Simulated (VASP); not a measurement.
Write the native input for VASP 6.6.1 that does the following.

```yaml
Task: single point
Functional: PBE
Potentials_or_basis: VASP PAW PBE potentials, release 64 (Ag)
Cutoff: 520 eV
k_mesh: 15 × 15 × 8
Occupations: fermi-dirac, width 0.05 eV
Spin: no spin polarisation
Dipole_correction: no
Further_INCAR_settings: ALGO = Normal; EDIFF = 1e-06; NBANDS = 18
```

The structure of Ag lies in POSCAR:

```
Ag
1.0
    2.3247727916      0.0000000000      0.0000000000
   -1.1623863958      2.0133122956      0.0000000000
    0.0000000000      0.0000000000      3.8148569878
Ag
2
Direct
    0.3333333333      0.6666666667      0.2500000000
    0.6666666667      0.3333333333      0.7500000000
```

This cell differs from its parent crystal: volume scaled by 0.5.

These files were run (other wordings do the same):

INCAR

```
SYSTEM = Ag
PREC = Accurate
ENCUT = 520
EDIFF = 1E-6
ISMEAR = -1
SIGMA = 0.05
LREAL = .FALSE.
LASPH = .TRUE.
NELM = 60
ALGO = Normal
ISIF = 2
LWAVE = .FALSE.
LCHARG = .FALSE.
GGA = PE
NBANDS = 18
```

KPOINTS

```
Automatic mesh
0
G
  15 15 8
  0 0 0
```

Potentials or basis: VASP PAW PBE potentials, release 64 (Ag).

Launch:

```console
$ cat potpaw_PBE.64/Ag/POTCAR > POTCAR
$ mpirun -np 1 vasp_std > vasp.out
```

Results of the run:

```yaml
Pressure: 432.3 GPa
Band_gap_on_the_k_mesh: zero (band 11 reaches 28.98 eV, above the bottom of band 12 at 16.90 eV)
```

Run time: 21 s on 1 thread of AMD EPYC 9R45 96-Core Processor (Zen 5), with other jobs on the host, peak memory 0.12 GiB.
